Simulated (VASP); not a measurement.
Write the native input for VASP 6.6.1 that does the following.

```
Task                   : single point
Functional             : PBEsol
Potentials or basis    : VASP PAW PBE potentials, release 64 (Al, Ni)
Cutoff                 : 520 eV
k mesh                 : 14 × 14 × 14
Occupations            : gaussian, width 0.1 eV
Spin                   : no spin polarisation
Dipole correction      : no
Further INCAR settings : ALGO = Fast; EDIFF = 1e-06; NBANDS = 24
```

The structure of AlNi3 lies in POSCAR:

```
AlNi3
1.0
    0.0000000000      2.8261166767      2.8261166767
    2.8261166767      0.0000000000      2.8261166767
    2.8261166767      2.8261166767      0.0000000000
Al Ni
1 3
Direct
    0.5000000000      0.5000000000      0.5000000000
    0.2500000000      0.2500000000      0.2500000000
    0.0000000000      0.0000000000      0.0000000000
    0.7500000000      0.7500000000      0.7500000000
```

One way to write it, as run:

INCAR

```
ALGO = Fast
EDIFF = 1E-6
ENCUT = 520
GGA = PS
ISIF = 2
ISMEAR = 0
LASPH = True
LCHARG = False
LREAL = False
LWAVE = False
NBANDS = 24
NELM = 80
PREC = Accurate
SIGMA = 0.1
```

KPOINTS

```
k-points
0
Gamma
  14 14 14
```

Potentials or basis: VASP PAW PBE potentials, release 64 (Al, Ni).

Command:

```bash
$ cat potpaw_PBE.64/Al/POTCAR potpaw_PBE.64/Ni/POTCAR > POTCAR
$ mpirun -np 1 vasp_std > vasp.out
```

Results of the run:

```json
{"Pressure": "-5.4 GPa", "Band gap on the k mesh": "zero (an odd number of electrons rules out a gap without spin polarisation)"}
```

Caveat: the cell stands under tension; the PAW data sets were made with another functional, which shifts forces and pressure a little.

It took 73 s on 1 thread of Intel(R) Xeon(R) 6975P-C (Granite Rapids), with other jobs on the host, peak memory 0.23 GiB.
